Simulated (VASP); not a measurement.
# HfN in VASP: notebook

The runs below take HfN through single point, with PBE.

Everything below comes from runs of VASP 6.6.1. Logs are shortened: lines on timing, memory, paths and dates and some standing lists are left out, and cuts for length are marked.

### 1 The cell of the first run

The cell holds a slab with vacuum, 10 atoms: a = 3.216 Å, b = 3.216 Å, c = 24.096 Å, α = 90.00°, β = 90.00°, γ = 90.00°.

### 2 Single point, PBE

INCAR

```
PREC     = Accurate       # precision mode
ENCUT    = 520            # plane-wave cutoff, eV
EDIFF    = 1E-6           # SCF threshold, eV
ISMEAR   = 0              # smearing method
SIGMA    = 0.1            # smearing width, eV
LREAL    = False          # projectors in reciprocal space
LASPH    = True           # aspherical terms in the spheres
NELM     = 100            # most SCF steps
ALGO     = Normal         # electronic algorithm
ISIF     = 2              # what is computed and relaxed
LWAVE    = False          # write WAVECAR
LCHARG   = False          # write CHGCAR
LDIPOL   = True         
IDIPOL   = 3            
DIPOL    = 0.5 0.5 0.500
GGA      = PE             # functional
NBANDS   = 48             # bands
```

KPOINTS

```
regular mesh
0
Gamma
  11 11 1
```

POSCAR

```
HfN
1.0
    3.2157753968      0.0000000000      0.0000000000
    0.0000000000      3.2157753968      0.0000000000
    0.0000000000      0.0000000000     24.0955863593
Hf N
5 5
Direct
    0.5000000000      0.5000000000      0.3112603233
    0.0000000000      0.0000000000      0.4056301616
    0.5000000000      0.5000000000      0.5000000000
    0.0000000000      0.0000000000      0.5943698384
    0.5000000000      0.5000000000      0.6887396767
    0.0000000000      0.0000000000      0.3112603233
    0.5000000000      0.5000000000      0.4056301616
    0.0000000000      0.0000000000      0.5000000000
    0.5000000000      0.5000000000      0.5943698384
    0.0000000000      0.0000000000      0.6887396767
```

Potentials or basis: VASP PAW PBE potentials, release 64 (Hf_pv, N).

On the command line:

```sh
$ cat potpaw_PBE.64/Hf_pv/POTCAR potpaw_PBE.64/N/POTCAR > POTCAR
$ mpirun -np 1 vasp_std > vasp.out
```

OUTCAR:

```text
PREC = Accurate
   ENCUT = 520
   EDIFF = 1E-6
   ISMEAR = 0
   LREAL = False
   LASPH = True
   NELM = 100
   ISIF = 2
   GGA = PE

 ion  position               nearest neighbor table
   1  0.500  0.500  0.311-   7 2.27   6 2.27   6 2.27   6 2.27   6 2.27   2 3.22   2 3.22   2 3.22
                             2 3.22
   2  0.000  0.000  0.406-   6 2.27   7 2.27   7 2.27   7 2.27   7 2.27   8 2.27   1 3.22   1 3.22
                             1 3.22   1 3.22   3 3.22   3 3.22   3 3.22   3 3.22
   3  0.500  0.500  0.500-   8 2.27   8 2.27   8 2.27   8 2.27   9 2.27   7 2.27   4 3.22   4 3.22
                             2 3.22   4 3.22   2 3.22   2 3.22   4 3.22   2 3.22
   4  0.000  0.000  0.594-  10 2.27   9 2.27   9 2.27   9 2.27   9 2.27   8 2.27   5 3.22   5 3.22
                             5 3.22   5 3.22   3 3.22   3 3.22   3 3.22   3 3.22
   5  0.500  0.500  0.689-   9 2.27  10 2.27  10 2.27  10 2.27  10 2.27   4 3.22   4 3.22   4 3.22
                             4 3.22
   6  0.000  0.000  0.311-   2 2.27   1 2.27   1 2.27   1 2.27   1 2.27
   7  0.500  0.500  0.406-   1 2.27   2 2.27   2 2.27   2 2.27   2 2.27   3 2.27
   8  0.000  0.000  0.500-   3 2.27   3 2.27   3 2.27   3 2.27   4 2.27   2 2.27
   9  0.500  0.500  0.594-   5 2.27   4 2.27   4 2.27   4 2.27   4 2.27   3 2.27
  10  0.000  0.000  0.689-   4 2.27   5 2.27   5 2.27   5 2.27   5 2.27

  LATTYP: Found a simple tetragonal cell.
 ALAT       =     3.2157753968
 C/A-ratio  =     7.4929319950

  Lattice vectors:

 A1 = (   3.2157753968,   0.0000000000,   0.0000000000)
 A2 = (   0.0000000000,   3.2157753968,   0.0000000000)
 A3 = (   0.0000000000,   0.0000000000,  24.0955863593)

Analysis of symmetry for initial positions (statically):
=====================================================================
 Subroutine PRICEL returns:
 Original cell was already a primitive cell.

 Routine SETGRP: Setting up the symmetry group for a
 simple tetragonal supercell.

 Subroutine GETGRP returns: Found 16 space group operations
 (whereof 16 operations were pure point group operations)
 out of a pool of 16 trial point group operations.

The static configuration has the point symmetry D_4h.

Analysis of symmetry for dynamics (positions and initial velocities):
=====================================================================
 Subroutine PRICEL returns:
 Original cell was already a primitive cell.

 Routine SETGRP: Setting up the symmetry group for a
 simple tetragonal supercell.

 Subroutine GETGRP returns: Found 16 space group operations
 (whereof 16 operations were pure point group operations)
 out of a pool of 16 trial point group operations.

The dynamic configuration has the point symmetry D_4h.

 Subroutine INISYM returns: Found 16 space group operations
 (whereof 16 operations are pure point group operations),
 and found     1 'primitive' translations

----------------------------------------------------------------------------------------

                                     Primitive cell

  volume of cell :     249.1776

  direct lattice vectors                    reciprocal lattice vectors
     3.215775397  0.000000000  0.000000000     0.310966991  0.000000000  0.000000000
     0.000000000  3.215775397  0.000000000     0.000000000  0.310966991  0.000000000
     0.000000000  0.000000000 24.095586359     0.000000000  0.000000000  0.041501376

  length of vectors
     3.215775397  3.215775397 24.095586359     0.310966991  0.310966991  0.041501376

  position of ions in fractional coordinates (direct lattice)
     0.500000000  0.500000000  0.311260323
     0.000000000  0.000000000  0.405630162
     0.500000000  0.500000000  0.500000000
     0.000000000  0.000000000  0.594369838
     0.500000000  0.500000000  0.688739677
     0.000000000  0.000000000  0.311260323
     0.500000000  0.500000000  0.405630162
     0.000000000  0.000000000  0.500000000
     0.500000000  0.500000000  0.594369838
     0.000000000  0.000000000  0.688739677

  ion indices of the primitive-cell ions
   primitive index   ion index
                 1           1
                 2           2
                 3           3
                 4           4
                 5           5
                 6           6
                 7           7
                 8           8
                 9           9
                10          10

----------------------------------------------------------------------------------------

 KPOINTS: regular mesh

Automatic generation of k-mesh.
 Grid dimensions read from file:
 generate k-points for:   11   11    1

 Generating k-lattice:

  Cartesian coordinates                     Fractional coordinates (reciprocal lattice)
     0.028269726  0.000000000  0.000000000     0.090909091  0.000000000  0.000000000
     0.000000000  0.028269726  0.000000000     0.000000000  0.090909091  0.000000000
     0.000000000  0.000000000  0.041501376     0.000000000  0.000000000  1.000000000

  Length of vectors
     0.028269726  0.028269726  0.041501376

  Shift w.r.t. Gamma in fractional coordinates (k-lattice)
     0.000000000  0.000000000  0.000000000

 Subroutine IBZKPT returns following result:
 ===========================================

 Found     21 irreducible k-points:

 Following reciprocal coordinates:
            Coordinates               Weight
  0.000000  0.000000  0.000000      1.000000
  0.090909  0.000000  0.000000      4.000000
  0.181818  0.000000  0.000000      4.000000
  0.272727  0.000000  0.000000      4.000000
  0.363636  0.000000  0.000000      4.000000
  0.454545  0.000000  0.000000      4.000000
[... 13 lines left out ...]
  0.454545  0.363636  0.000000      8.000000
  0.454545  0.454545  0.000000      4.000000
   k-points           NKPTS =     21   k-points in BZ     NKDIM =     21   number of bands    NBANDS=     48
   number of dos      NEDOS =    301   number of ions     NIONS =     10
   total plane-waves  NPLWV = 103680
   dimension x,y,z NGX =    24 NGY =   24 NGZ =  180
   dimension x,y,z NGXF=    48 NGYF=   48 NGZF=  360
   ions per type =               5   5
   NGX,Y,Z   is equivalent  to a cutoff of  12.41, 12.41, 12.42 a.u.
   NGXF,Y,Z  is equivalent  to a cutoff of  24.81, 24.81, 24.84 a.u.
 SYSTEM =  unknown system
   PREC   = accura    normal or accurate (medium, high low for compatibility)
   ISTART =      0    job   : 0-new  1-cont  2-samecut
   ICHARG =      2    charge: 1-file 2-atom 10-const
   ISPIN  =      1    spin polarized calculation?
   LNONCOLLINEAR =      F non collinear calculations
   LSORBIT =      F    spin-orbit coupling
   LASPH  =      T    aspherical Exc in radial PAW
   ENCUT  =  520.0 eV  38.22 Ry    6.18 a.u.   5.98  5.98 44.80*2*pi/ulx,y,z
   NELM   =    100;   NELMIN=  2; NELMDL= -5     # of ELM steps
   EDIFF  = 0.1E-05   stopping-criterion for ELM
   LREAL  =      F    real-space projection
   EDIFFG = 0.1E-04   stopping-criterion for IOM
   NSW    =      0    number of steps for IOM
   IBRION =     -1    ionic relax: 0-MD 1-quasi-New 2-CG
   NFREE  =      0    steps in history (QN), initial steepest desc. (CG)
   ISIF   =      2    stress and relaxation
   ISYM   =      2    0-nonsym 1-usesym 2-fastsym
   POTIM  = 0.5000    time-step for ionic-motion
   TEBEG  =    0.0;   TEEND  =   0.0 temperature during run
   PSTRESS=    0.0 pullay stress
   NELECT =      75.0000    total number of electrons
   NUPDOWN=      -1.0000    fix difference up-down
   EMIN   =  10.00;   EMAX   =-10.00  energy-range for DOS
   EFERMI =   0.00;   METHOD = LEGACY
   ISMEAR =     0;   SIGMA  =   0.10  broadening in eV -4-tet -1-fermi 0-gaus
   EFERMI_NEDOS =   21; number of points for ismear=-14 and -15
   IALGO  =     38    algorithm
   IMIX   =      4    mixing-type and parameters
     AMIX     =   0.40;   BMIX     =  1.00
     AMIX_MAG =   1.60;   BMIX_MAG =  1.00
  volume/ion in A,a.u.               =      24.92       168.15
  Fermi-wavevector in a.u.,A,eV,Ry     =   1.097132  2.073279 16.377319  1.203699
  Thomas-Fermi vector in A             =   2.233487
   LORBIT       =      0    0 simple, 1 ext, 2 COOP (PROOUT), +10 PAW based schemes
   GGA     = PE    functional components
   LHFCALC =     F    Hartree Fock is set to
   AEXX    =    0.0000 exact exchange contribution
   IVDW    =     0    specifies the selected vdW correction
   LEPSILON=     F    determine dielectric tensor
   LRPA    =     F    only Hartree local field effects (RPA)
 non-spin polarized calculation
 Gauss-broadening in eV      SIGMA  =   0.10
  energy-cutoff  :      520.00
  volume of cell :      249.18
 maximum number of plane-waves:      6777
 NGX is ok and might be reduce to    24
   NGX = 11   NGY = 11   NGZ = 89

 dipolmoment           0.000000      0.000000      0.000000 electrons x Angstroem

 number of electron      74.9999988 magnetization

 dipolmoment           0.000000      0.000000     -0.000000 electrons x Angstroem

 Free energy of the ion-electron system (eV)
  ---------------------------------------------------
  ext. energy  EPLUGINS =         0.00000000
  ---------------------------------------------------
  free energy    TOTEN  =      -106.52731228 eV

  energy without entropy =     -106.49754218  energy(sigma->0) =     -106.51242723

 E-fermi :   2.4648     XC(G=0):  -6.9100

 val. band max:        2.4556608199   @ k =   0.2727   0.0000   0.0000
 cond. band min:       2.4979942841   @ k =   0.2727   0.1818   0.0000
 fundamental gap:      0.0423334643
 Fermi energy:         2.4648290273

 k-point     1 :       0.0000    0.0000    0.0000
  band No.  band energies     occupation
      1     -29.6419      2.00000
      2     -29.6326      2.00000
      3     -29.3509      2.00000
      4     -29.1329      2.00000
      5     -29.1329      2.00000
      6     -29.1297      2.00000
[... 40 lines left out ...]
     47       4.3644      0.00000
     48       4.5348      0.00000
[... 1018 lines left out ...]
     47       6.8896      0.00000
     48       7.0520      0.00000

------------------------ aborting loop because EDIFF is reached ----------------------------------------

 vacuum level on the upper side and lower side of the slab       (xc-potential included)        -0.422        -0.422

  FORCE on cell =-STRESS in cart. coord.  units (eV):
  Direction    XX          YY          ZZ          XY          YZ          ZX
  --------------------------------------------------------------------------------------
  -------------------------------------------------------------------------------------
  Total       -7.8141791     -7.8141791     -3.9831357      0.0000000     -0.0000000      0.0000000
  in kB      -50.2440952    -50.2440952    -25.6110139      0.0000000     -0.0000000      0.0000000
  external PRESSURE =     -42.0330681 kB  Pullay stress =       0.0000000 kB

 VOLUME and BASIS-vectors are now :
 -----------------------------------------------------------------------------
  energy-cutoff  :      520.00
  volume of cell :      249.18
      direct lattice vectors                 reciprocal lattice vectors
     3.215775397  0.000000000  0.000000000     0.310966991  0.000000000  0.000000000
     0.000000000  3.215775397  0.000000000     0.000000000  0.310966991  0.000000000
     0.000000000  0.000000000 24.095586359     0.000000000  0.000000000  0.041501376

 POSITION                                       TOTAL-FORCE (eV/Angst)
 -----------------------------------------------------------------------------------
      1.60789      1.60789      7.50000        -0.000000     -0.000000      1.657709
      0.00000      0.00000      9.77390        -0.000000      0.000000      0.034509
      1.60789      1.60789     12.04779        -0.000000     -0.000000     -0.000000
      0.00000      0.00000     14.32169        -0.000000      0.000000     -0.034509
      1.60789      1.60789     16.59559         0.000000      0.000000     -1.657709
      0.00000      0.00000      7.50000        -0.000000     -0.000000     -0.899639
      1.60789      1.60789      9.77390        -0.000000      0.000000     -0.691272
      0.00000      0.00000     12.04779        -0.000000     -0.000000     -0.000000
      1.60789      1.60789     14.32169        -0.000000     -0.000000      0.691272
      0.00000      0.00000     16.59559        -0.000000     -0.000000      0.899639
 -----------------------------------------------------------------------------------
    total drift:                                0.000000      0.000000     -0.000000

  FREE ENERGIE OF THE ION-ELECTRON SYSTEM (eV)
  ---------------------------------------------------
  free  energy   TOTEN  =      -106.5273122806 eV

  energy  without entropy=     -106.4975421805  energy(sigma->0) =     -106.51242723

 vacuum level on the upper side and lower side of the slab         4.923         4.923
```

It took 6 min on 1 thread of Intel Xeon Platinum 8488C (Sapphire Rapids), shared host; peak memory 0.42 GiB.

What came out:

```yaml
Free_energy: -106.5273 eV
Largest_force: 1.658 eV/Å
Band_gap_on_the_k_mesh: zero (an odd number of electrons rules out a gap without spin polarisation)
```

Forces on the atoms (eV/Å):
```
Hf   0.000  0.000  1.658
Hf   0.000  0.000  0.035
Hf   0.000  0.000  0.000
Hf   0.000  0.000 -0.035
Hf   0.000  0.000 -1.658
N    0.000  0.000 -0.900
N    0.000  0.000 -0.691
N    0.000  0.000  0.000
N    0.000  0.000  0.691
N    0.000  0.000  0.900
```

Caveat: spin-orbit coupling is left out, which moves the levels of the heavy elements.

(Part 1 of 2 ends here.)

The gap in the log of VASP goes by the Fermi energy; the results here count the filled bands.